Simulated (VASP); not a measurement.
Here is a VASP 6.6.1 calculation.

The input INCAR:

```
SYSTEM = SiC
PREC = Accurate ; ENCUT = 600
EDIFF = 1E-6 ; ISMEAR = 0
SIGMA = 0.02 ; LREAL = .False.
LASPH = .True. ; NELM = 120
ALGO = Normal ; ISIF = 2
LWAVE = .False. ; LCHARG = .False.
GGA = PE ; NBANDS = 11
GGA_COMPAT = .False.
```

KPOINTS

```
Automatic mesh
0
Gamma
  10 10 10
  0 0 0
```

Contents of POSCAR:

```
SiC
1.0
    0.0000000000      2.1790000000      2.1790000000
    2.1790000000      0.0000000000      2.1790000000
    2.1790000000      2.1790000000      0.0000000000
Si C
1 1
Direct
    0.0000000000      0.0000000000      0.0000000000
    0.2500000000      0.2500000000      0.2500000000
```

Potentials or basis: VASP PAW PBE potentials, release 64 (Si, C).

Launch:

```sh
$ cat potpaw_PBE.64/Si/POTCAR potpaw_PBE.64/C/POTCAR > POTCAR
$ mpirun -np 1 vasp_std > vasp.out
```

What does it give for the band gap on the k mesh?

1.36 eV, indirect (least direct gap 4.54 eV).

Predict the pressure.

3.1 GPa.

A k mesh can miss the band edges.
